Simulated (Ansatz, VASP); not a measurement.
**One calculation of CdF2, two programs**

File INCAR:

```
  ALGO = Normal
  EDIFF = 1E-6
  ENCUT = 520
  GGA = PE
  ISIF = 2
  ISMEAR = 0
  LASPH = T
  LCHARG = T
  LELF = T
  LREAL = F
  LVHAR = T
  LWAVE = F
  NBANDS = 20
  NELM = 100
  PREC = Accurate
  SIGMA = 0.05
```

KPOINTS

```
k-points
0
Gamma
  8 8 8
```

The input POSCAR:

```
CdF2
1.0
   -1.1314091028      2.2628182056      2.2628182056
    2.2628182056     -1.1314091028      2.2628182056
    2.2628182056      2.2628182056     -1.1314091028
Cd F
1 2
Direct
    0.0000000000      0.0000000000      0.0000000000
    0.2500000000      0.2500000000      0.2500000000
    0.7500000000      0.7500000000      0.7500000000
```

Input for Ansatz:

```yaml
crystal:
  lattice:
    - [-1.1314091028, 2.2628182056, 2.2628182056]
    - [2.2628182056, -1.1314091028, 2.2628182056]
    - [2.2628182056, 2.2628182056, -1.1314091028]
  atoms:
    - { symbol: Cd, position: [0.0, 0.0, 0.0] }
    - { symbol: F, position: [0.25, 0.25, 0.25] }
    - { symbol: F, position: [0.75, 0.75, 0.75] }
basis:
  ecutwfc: 420
kpoints:
  mp_grid: { grid: [8, 8, 8] }
hamiltonian:
  xc: pbe
scf:
  occupations: { method: gaussian, width: 0.05 }
output:
  forces: true
  stress: true
  eigenvalues: true
```

Alike in both runs: task single point; functional PBE; k mesh 8 × 8 × 8; occupations gaussian, width 0.05 eV; no spin polarisation.

```csv
,VASP,Ansatz
version,VASP 6.6.1,Ansatz 0.2.0
potentials or method,"VASP PAW PBE potentials, release 64 (Cd, F), cutoff 520 eV","scalar-relativistic, plane waves, PAW"
valence electrons in the cell,26,34
```

|  | VASP | Ansatz | Ansatz less VASP |
| --- | --- | --- | --- |
| gap on the k mesh at the Fermi level (eV) | 6.11 | 6.07 | -0.037 |
| least direct gap on the mesh (eV) | 6.86 | 6.81 | -0.052 |
| rms of the force components (eV/Å) | 18.993 | 17.104 | -1.8888 |

Atom by atom the forces differ by 1.889 eV/Å (rms over components). VASP's potentials hold 26 valence electrons a cell and Ansatz's 34, so a difference there can come from the potentials and not from the codes.
